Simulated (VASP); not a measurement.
# Si2Mo (I4/mmm) in VASP: single point with r2SCAN

Aim: the single point of Si2Mo with r2SCAN.

Program: VASP 6.6.1. These are calculated values, not measurements. Logs are shortened: lines on timing, memory, paths and dates and some standing lists are left out, and cuts for length are marked.

### Step 1. The cell of the first run

The structure is tetragonal, space group I4/mmm (No. 139). The conventional cell has a = 3.202 Å, b = 3.202 Å, c = 7.819 Å, α = 90.00°, β = 90.00°, γ = 90.00°. Si (site symmetry 4mm) has 9 Si at 2.58 to 3.20 Å and 5 Mo at 2.61 to 2.62 Å within 3.4 Å. Mo (site symmetry 4/mmm) has 10 Si at 2.61 to 2.62 Å and 4 Mo at 3.20 Å within 3.4 Å.

### Step 2. Single point, r2SCAN

POSCAR reads:

```
Si2Mo
1.0
   -1.6009480148      1.6009480148      3.9093278920
    1.6009480148     -1.6009480148      3.9093278920
    1.6009480148      1.6009480148     -3.9093278920
Si Mo
2 1
Direct
    0.3352114260      0.3352114260      0.0000000000
    0.6647885740      0.6647885740      0.0000000000
    0.0000000000      0.0000000000      0.0000000000
```

INCAR.step1 reads:

```
SYSTEM = Si2Mo
PREC = Accurate
ENCUT = 520
ISMEAR = 0
SIGMA = 0.1
LREAL = .False.
LASPH = .True.
NELM = 100
NBANDS = 18
GGA = PE
ALGO = Normal
EDIFF = 1E-4
LWAVE = .True.
LCHARG = .False.
```

INCAR.step2 reads:

```
SYSTEM = Si2Mo
PREC = Accurate
ENCUT = 520
EDIFF = 1E-6
ISMEAR = 0
SIGMA = 0.1
LREAL = .False.
LASPH = .True.
NELM = 100
ALGO = Normal
ISIF = 2
LWAVE = .False.
LCHARG = .False.
METAGGA = R2SCAN
LMIXTAU = .True.
NBANDS = 18
ISTART = 1
```

KPOINTS reads:

```
regular mesh
0
Gamma
  8 8 8
  0 0 0
```

Potentials or basis: VASP PAW PBE potentials, release 64 (Si, Mo_sv).

The run is started by

```console
$ cat potpaw_PBE.64/Si/POTCAR potpaw_PBE.64/Mo_sv/POTCAR > POTCAR
$ cp INCAR.step1 INCAR
$ mpirun -np 1 vasp_std > vasp.out
$ cp INCAR.step2 INCAR
$ mpirun -np 1 vasp_std > vasp.out
```

OUTCAR:

```text
SYSTEM = Si2Mo
   PREC = Accurate
   ENCUT = 520
   EDIFF = 1E-6
   ISMEAR = 0
   LREAL = .False.
   LASPH = .True.
   NELM = 100
   ISIF = 2
   METAGGA = R2SCAN
   ISTART = 1

 ion  position               nearest neighbor table
   1  0.335  0.335  0.000-   2 2.58   3 2.61   3 2.61   3 2.61   3 2.61   3 2.62   2 2.63   2 2.63
                             2 2.63   2 2.63
   2  0.665  0.665  0.000-   1 2.58   3 2.61   3 2.61   3 2.61   3 2.61   3 2.62   1 2.63   1 2.63
                             1 2.63   1 2.63
   3  0.000  0.000  0.000-   2 2.61   2 2.61   2 2.61   1 2.61   1 2.61   1 2.61   2 2.61   1 2.61
                             1 2.62   2 2.62

  LATTYP: Found a body centered tetragonal cell.
 ALAT       =     3.2018960296
 C/A-ratio  =     2.4418830942

  Lattice vectors:

 A1 = (  -1.6009480148,   1.6009480148,   3.9093278920)
 A2 = (   1.6009480148,  -1.6009480148,   3.9093278920)
 A3 = (   1.6009480148,   1.6009480148,  -3.9093278920)

Analysis of symmetry for initial positions (statically):
=====================================================================
 Subroutine PRICEL returns:
 Original cell was already a primitive cell.

 Routine SETGRP: Setting up the symmetry group for a
 body centered tetragonal supercell.

 Subroutine GETGRP returns: Found 16 space group operations
 (whereof 16 operations were pure point group operations)
 out of a pool of 16 trial point group operations.

The static configuration has the point symmetry D_4h.

Analysis of symmetry for dynamics (positions and initial velocities):
=====================================================================
 Subroutine PRICEL returns:
 Original cell was already a primitive cell.

 Routine SETGRP: Setting up the symmetry group for a
 body centered tetragonal supercell.

 Subroutine GETGRP returns: Found 16 space group operations
 (whereof 16 operations were pure point group operations)
 out of a pool of 16 trial point group operations.

The dynamic configuration has the point symmetry D_4h.

 Subroutine INISYM returns: Found 16 space group operations
 (whereof 16 operations are pure point group operations),
 and found     1 'primitive' translations

----------------------------------------------------------------------------------------

                                     Primitive cell

  volume of cell :      40.0790

  direct lattice vectors                    reciprocal lattice vectors
[... 84 lines left out ...]
   LNONCOLLINEAR =      F non collinear calculations
   LSORBIT =      F    spin-orbit coupling
   LASPH  =      T    aspherical Exc in radial PAW
   ENCUT  =  520.0 eV  38.22 Ry    6.18 a.u.   8.40  8.40  8.40*2*pi/ulx,y,z
   NELM   =    100;   NELMIN=  2; NELMDL=  0     # of ELM steps
   EDIFF  = 0.1E-05   stopping-criterion for ELM
   LREAL  =      F    real-space projection
   EDIFFG = 0.1E-04   stopping-criterion for IOM
   NSW    =      0    number of steps for IOM
   IBRION =     -1    ionic relax: 0-MD 1-quasi-New 2-CG
   NFREE  =      0    steps in history (QN), initial steepest desc. (CG)
   ISIF   =      2    stress and relaxation
   ISYM   =      2    0-nonsym 1-usesym 2-fastsym
   POTIM  = 0.5000    time-step for ionic-motion
   TEBEG  =    0.0;   TEEND  =   0.0 temperature during run
   PSTRESS=    0.0 pullay stress
   NELECT =      22.0000    total number of electrons
   NUPDOWN=      -1.0000    fix difference up-down
   EMIN   =  10.00;   EMAX   =-10.00  energy-range for DOS
   EFERMI =   0.00;   METHOD = LEGACY
   ISMEAR =     0;   SIGMA  =   0.10  broadening in eV -4-tet -1-fermi 0-gaus
   EFERMI_NEDOS =   21; number of points for ismear=-14 and -15
   IALGO  =     38    algorithm
   IMIX   =      4    mixing-type and parameters
     AMIX     =   0.40;   BMIX     =  1.00
     AMIX_MAG =   1.60;   BMIX_MAG =  1.00
  volume/ion in A,a.u.               =      13.36        90.16
  Fermi-wavevector in a.u.,A,eV,Ry     =   1.340428  2.533042 24.446236  1.796748
  Thomas-Fermi vector in A             =   2.468742
   LORBIT       =      0    0 simple, 1 ext, 2 COOP (PROOUT), +10 PAW based schemes
   METAGGA = R2SCAN    functional components
   LHFCALC =     F    Hartree Fock is set to
   AEXX    =    0.0000 exact exchange contribution
   IVDW    =     0    specifies the selected vdW correction
   LEPSILON=     F    determine dielectric tensor
   LRPA    =     F    only Hartree local field effects (RPA)
 non-spin polarized calculation
 Gauss-broadening in eV      SIGMA  =   0.10
  energy-cutoff  :      520.00
  volume of cell :       40.08
 maximum number of plane-waves:      1104
 NGX is ok and might be reduce to    36
   NGX = 17   NGY = 17   NGZ = 17

 number of electron      22.0000000 magnetization

 Free energy of the ion-electron system (eV)
  ---------------------------------------------------
  ext. energy  EPLUGINS =         0.00000000
  ---------------------------------------------------
  free energy    TOTEN  =       -45.02056245 eV

  energy without entropy =      -45.01985687  energy(sigma->0) =      -45.02020966

 E-fermi :  12.2753     XC(G=0): -13.4053

 val. band max:       12.0502303682   @ k =   0.5000   0.5000   0.3750
 cond. band min:      12.3228840231   @ k =  -0.3750   0.5000   0.3750
 fundamental gap:      0.2726536550
 Fermi energy:        12.2752724670

 k-point     1 :       0.0000    0.0000    0.0000
  band No.  band energies     occupation
      1     -50.3130      2.00000
      2     -23.7566      2.00000
      3     -23.6646      2.00000
      4     -23.6646      2.00000
      5      -1.8960      2.00000
      6       5.5240      2.00000
[... 481 lines left out ...]
      5       2.5113      2.00000
      6       3.1344      2.00000
[... 10 lines left out ...]
     17      19.5458      0.00000
     18      21.1740      0.00000

 [... further k-points ...]
[... 5 lines left out ...]
  --------------------------------------------------------------------------------------
  -------------------------------------------------------------------------------------
  Total        0.0954959      0.0954959      0.0600474      0.0000000      0.0000000      0.0000000
  in kB        3.8174961      3.8174961      2.4004236      0.0000000      0.0000000      0.0000000
  external PRESSURE =       3.3451386 kB  Pullay stress =       0.0000000 kB

 VOLUME and BASIS-vectors are now :
 -----------------------------------------------------------------------------
  energy-cutoff  :      520.00
  volume of cell :       40.08
      direct lattice vectors                 reciprocal lattice vectors
    -1.600948015  1.600948015  3.909327892     0.000000000  0.312314951  0.127899223
     1.600948015 -1.600948015  3.909327892     0.312314951  0.000000000  0.127899223
     1.600948015  1.600948015 -3.909327892     0.312314951  0.312314951  0.000000000

 POSITION                                       TOTAL-FORCE (eV/Angst)
 -----------------------------------------------------------------------------------
      0.00000      0.00000      2.62090         0.000000      0.000000      0.016595
      0.00000      0.00000      5.19775        -0.000000     -0.000000     -0.016595
      0.00000      0.00000      0.00000        -0.000000     -0.000000     -0.000000
 -----------------------------------------------------------------------------------
    total drift:                               -0.000000      0.000000      0.000000

  FREE ENERGIE OF THE ION-ELECTRON SYSTEM (eV)
  ---------------------------------------------------
  free  energy   TOTEN  =       -45.0205624457 eV

  energy  without entropy=      -45.0198568749  energy(sigma->0) =      -45.02020966
```

OUTCAR.step1:

```text
SYSTEM = Si2Mo
   PREC = Accurate
   ENCUT = 520
   ISMEAR = 0
   LREAL = .False.
   LASPH = .True.
[... 733 lines left out ...]
      0.00000      0.00000      2.62090        -0.000000     -0.000000     -0.038780
      0.00000      0.00000      5.19775        -0.000000     -0.000000      0.038780
      0.00000      0.00000      0.00000         0.000000      0.000000      0.000000
 -----------------------------------------------------------------------------------
    total drift:                               -0.000000      0.000000      0.000000

  FREE ENERGIE OF THE ION-ELECTRON SYSTEM (eV)
  ---------------------------------------------------
  free  energy   TOTEN  =       -23.2568704035 eV

  energy  without entropy=      -23.2561609570  energy(sigma->0) =      -23.25651568
```

OSZICAR.step1:

```text
N       E                     dE             d eps       ncg     rms          rms(c)
DAV:   1     0.123526157850E+03    0.12353E+03   -0.11363E+04  2124   0.116E+03
DAV:   2    -0.210628130647E+02   -0.14459E+03   -0.14179E+03  2596   0.300E+02
DAV:   3    -0.241369918852E+02   -0.30742E+01   -0.30471E+01  2528   0.393E+01
DAV:   4    -0.241540347386E+02   -0.17043E-01   -0.17034E-01  2522   0.324E+00
DAV:   5    -0.241541570263E+02   -0.12229E-03   -0.12228E-03  2488   0.284E-01    0.217E+01
DAV:   6    -0.234110790186E+02    0.74308E+00   -0.56787E+00  2238   0.155E+01    0.476E+00
DAV:   7    -0.232898870466E+02    0.12119E+00   -0.81416E-01  2200   0.547E+00    0.448E+00
DAV:   8    -0.232574931261E+02    0.32394E-01   -0.89019E-02  2292   0.224E+00    0.435E-01
DAV:   9    -0.232569157439E+02    0.57738E-03   -0.17824E-03  2564   0.339E-01    0.245E-01
DAV:  10    -0.232568704035E+02    0.45340E-04   -0.48690E-04  2330   0.185E-01
   1 F= -.23256870E+02 E0= -.23256516E+02  d E =-.709446E-03
```

Wall time 95 s (1 thread of Intel Xeon 6975P-C (Granite Rapids), shared host); peak memory 0.23 GiB.

What came out:

| Property | Result |
| --- | --- |
| Free energy | -45.0206 eV |
| Pressure | 0.3 GPa |
| Largest force | 0.017 eV/Å |
| Band gap on the k mesh | zero (band 11 reaches 12.78 eV, above the bottom of band 12 at 11.73 eV) |

Forces on the atoms (eV/Å):
```
Si   0.000  0.000  0.017
Si   0.000  0.000 -0.017
Mo   0.000  0.000  0.000
```

Caveat: the PAW data sets were made with another functional, which shifts forces and pressure a little.
